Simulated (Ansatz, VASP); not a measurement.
**Two plane-wave programs on CdS**

INCAR

```
SYSTEM = CdS
ALGO     = Normal         ! electronic algorithm
EDIFF    = 1E-7           ! SCF threshold, eV
ENCUT    = 520            ! plane-wave cutoff, eV
GGA      = PE             ! functional
ISIF     = 2              ! what is computed and relaxed
ISMEAR   = 0              ! smearing method
LASPH    = .True.         ! aspherical terms in the spheres
LCHARG   = .False.        ! write CHGCAR
LREAL    = .False.        ! projectors in reciprocal space
LWAVE    = .False.        ! write WAVECAR
NBANDS   = 26             ! bands
NELM     = 60             ! most SCF steps
PREC     = Accurate       ! precision mode
SIGMA    = 0.01           ! smearing width, eV
```

Contents of KPOINTS:

```
k-points
0
Gamma
  6 6 4
  0 0 0
```

The input POSCAR:

```
CdS
1.0
    4.1500000000      0.0000000000      0.0000000000
   -2.0750000000      3.5940100000      0.0000000000
    0.0000000000      0.0000000000      6.7370000000
Cd S
2 2
Direct
    0.3333333333      0.6666666667      0.0000000000
    0.6666666667      0.3333333333      0.5000000000
    0.3333333333      0.6666666667      0.3750000000
    0.6666666667      0.3333333333      0.8750000000
```

Input for Ansatz:

```yaml
crystal:
  lattice:
    - [4.15, 0.0, 0.0]
    - [-2.075, 3.59401, 0.0]
    - [0.0, 0.0, 6.737]
  atoms:
    - { symbol: Cd, position: [0.3333333333333333, 0.6666666666666666, 0.0] }
    - { symbol: Cd, position: [0.6666666666666666, 0.3333333333333333, 0.5] }
    - { symbol: S, position: [0.3333333333333333, 0.6666666666666666, 0.375] }
    - { symbol: S, position: [0.6666666666666666, 0.3333333333333333, 0.875] }
kpoints:
  mp_grid:
    grid: [6, 6, 4]
hamiltonian:
  xc: pbe
  pseudopotentials:
    kind: paw
scf:
  occupations:
    method: fixed
output:
  forces: true
  stress: true
  eigenvalues: true
```

Alike in both runs: task single point; functional PBE; k mesh 6 × 6 × 4; no spin polarisation.

```csv
,VASP,Ansatz
version,VASP 6.6.1,Ansatz 0.2.0
potentials or method,"VASP PAW PBE potentials, release 64 (Cd, S)","plane waves, PAW"
plane-wave cutoff (eV),520,420
occupations,"gaussian, width 0.01 eV",fixed
valence electrons in the cell,36,52
```

VASP gave:

```
gap on the k mesh at the Fermi level (eV)                     : 1.20
pressure (GPa)                                                : 2.4
traceless stress, the component that is largest in VASP (GPa) : 0.43
rms of the force components (eV/Å)                            : 0.040
```

Task: Estimate Ansatz's values.

Result: gap on the k mesh at the Fermi level (eV): 1.20; pressure (GPa): 2.1; traceless stress, the component that is largest in VASP (GPa): 0.42; rms of the force components (eV/Å): 0.039.

Atom by atom the forces differ by 0.001 eV/Å (rms over components). VASP's potentials hold 36 valence electrons a cell and Ansatz's 52, so a difference there can come from the potentials and not from the codes.
